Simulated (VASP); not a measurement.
Cu:

```
Cu
1.0
     0.00000    1.81000    1.81000
     1.81000    0.00000    1.81000
     1.81000    1.81000    0.00000
Cu
1
Cartesian
  0.0000 0.0000 0.0000
```

| Property | Result |
| --- | --- |
| Program | VASP 6.6.1 |
| Task | relaxation of cell and atoms |
| Functional | PBEsol |
| Potentials or basis | VASP PAW PBE potentials, release 64 (Cu) |
| Cutoff | 600 eV |
| k mesh | 21 × 21 × 21 |
| Occupations | fermi-dirac, width 0.1 eV |
| Spin | no spin polarisation |

At the start: pressure -6.3 GPa; volume 11.86 Å³/atom.

Problem. How do energy, volume and symmetry change on relaxing?

Solution. Over 3 steps the energy falls by 10.2 meV/atom and the volume is 11.36 Å³/atom (-4.2 %); space group Fm-3m (No. 225, to 0.1 Å) before and after.

Step by step:
| step | energy change (eV) | largest force (eV/Å) | pressure (GPa) | volume (Å³) |
| --- | --- | --- | --- | --- |
| 1 | 0.0000 | 0.0000 | -6.29 | 11.86 |
| 2 | -0.0064 | 0.0000 | 4.42 | 11.08 |
| 3 | -0.0102 | 0.0000 | -0.01 | 11.36 |

Final structure:
```
Cu
1.0
     0.00000    1.78439    1.78439
     1.78439    0.00000    1.78439
     1.78439    1.78439    0.00000
Cu
1
Direct
  0.00000 0.00000 0.00000
```

Caveat: the PAW data sets were made with another functional, which shifts forces and pressure a little.
